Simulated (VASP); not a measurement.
A run of VASP 6.6.1 is set up as follows.

Contents of POSCAR:

```
AlPtO
1.0
    3.3351930000      0.0000000000      0.0000000000
    0.0000000000      3.3259800000      0.0000000000
    0.0000000000      0.0000000000      7.0665550000
Al O Pt
2 2 2
Direct
    0.0000000000      0.5000000000      0.0700000000
    0.5000000000      0.0000000000      0.9300000000
    0.0000000000      0.0000000000      0.9400000000
    0.5000000000      0.5000000000      0.0600000000
    0.0000000000      0.0000000000      0.3000000000
    0.5000000000      0.5000000000      0.7000000000
```

The input INCAR.step1:

```
SYSTEM = AlPtO
PREC     = Accurate       ! precision mode
ENCUT    = 520            ! plane-wave cutoff, eV
ISMEAR   = -5             ! smearing method
SIGMA    = 0.1            ! smearing width, eV
LREAL    = .FALSE.        ! projectors in reciprocal space
LASPH    = .TRUE.         ! aspherical terms in the spheres
NELM     = 150            ! most SCF steps
LMAXMIX  = 4              ! l up to which the mixer works
LDAU     = .TRUE.         ! DFT+U
LDAUTYPE = 2            
LDAUL    = -1 -1 2        ! shell
LDAUU    = 0 0 5          ! U, eV
LDAUJ    = 0 0 0        
NBANDS   = 28             ! bands
GGA      = PE             ! functional
ALGO     = Normal         ! electronic algorithm
EDIFF    = 1E-4           ! SCF threshold, eV
LWAVE    = .TRUE.         ! write WAVECAR
LCHARG   = .FALSE.        ! write CHGCAR
```

The input INCAR.step2:

```
SYSTEM = AlPtO
PREC     = Accurate       ! precision mode
ENCUT    = 520            ! plane-wave cutoff, eV
EDIFF    = 1E-7           ! SCF threshold, eV
ISMEAR   = -5             ! smearing method
SIGMA    = 0.1            ! smearing width, eV
LREAL    = .FALSE.        ! projectors in reciprocal space
LASPH    = .TRUE.         ! aspherical terms in the spheres
NELM     = 150            ! most SCF steps
ALGO     = Normal         ! electronic algorithm
ISIF     = 2              ! what is computed and relaxed
LWAVE    = .FALSE.        ! write WAVECAR
LCHARG   = .FALSE.        ! write CHGCAR
LMAXMIX  = 4              ! l up to which the mixer works
LDAU     = .TRUE.         ! DFT+U
LDAUTYPE = 2            
LDAUL    = -1 -1 2        ! shell
LDAUU    = 0 0 5          ! U, eV
LDAUJ    = 0 0 0        
LDAUPRINT= 1            
METAGGA  = R2SCAN         ! meta-GGA
LMIXTAU  = .TRUE.       
NBANDS   = 28             ! bands
ISTART   = 1
```

Contents of KPOINTS:

```
Automatic mesh
0
G
  5 5 3
  0 0 0
```

Potentials or basis: VASP PAW PBE potentials, release 64 (Al, O, Pt).

Command:

```sh
$ cat potpaw_PBE.64/Al/POTCAR potpaw_PBE.64/O/POTCAR potpaw_PBE.64/Pt/POTCAR > POTCAR
$ cp INCAR.step1 INCAR
$ mpirun -np 1 vasp_std > vasp.out
$ cp INCAR.step2 INCAR
$ mpirun -np 1 vasp_std > vasp.out
```

(1) Estimate the band gap on the k mesh.

(2) Predict the largest force.

(3) Predict the pressure.

## Answers

(1) zero (band 19 reaches 8.00 eV, above the bottom of band 20 at 6.02 eV).

(2) 4.082 eV/Å.

(3) 30.7 GPa.

Caveat: the k points lie up to 0.38 Å⁻¹ apart; the PAW data sets were made with another functional, which shifts forces and pressure a little; spin-orbit coupling is left out, which moves the levels of the heavy elements; U without spin polarisation on a metal has little footing; tetrahedron occupations give inexact forces and stress in metals.
